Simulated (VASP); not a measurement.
Pb, 1 atom in the cell. The structure is cubic, space group Im-3m (No. 229). Conventional cell: a = 3.906 Å, b = 3.906 Å, c = 3.906 Å, α = 90.00°, β = 90.00°, γ = 90.00°. Pb (site symmetry m-3m) has 14 Pb at 3.38 to 3.91 Å within 4.4 Å. This isn't the form of Pb at room conditions, which is fcc.

| Property | Result |
| --- | --- |
| Program | VASP 6.6.1 |
| Task | single point |
| Functional | pbe exchange, pbesol correlation |
| Potentials or basis | VASP PAW PBE potentials, release 64 (Pb_d) |
| Cutoff | 500 eV |
| k mesh | 9 × 9 × 9 |
| Occupations | gaussian, width 0.01 eV |
| Spin | no spin polarisation |
| Dipole correction | no |
| Further INCAR settings | ALGO = Normal; EDIFF = 1e-06; NBANDS = 13 |

Potentials or basis: VASP PAW PBE potentials, release 64 (Pb_d).

Command:

```sh
$ cat potpaw_PBE.64/Pb_d/POTCAR > POTCAR
$ mpirun -np 1 vasp_std > vasp.out
```

Hardware: 1 thread of Intel(R) Xeon(R) 6975P-C (Granite Rapids), on a shared host.

Q: How long does it take, and how much memory?

A: Run time: 7.9 s on 1 thread of Intel(R) Xeon(R) 6975P-C (Granite Rapids), on a shared host, peak memory 0.16 GiB. Counts: scf iterations 10, k points 35.
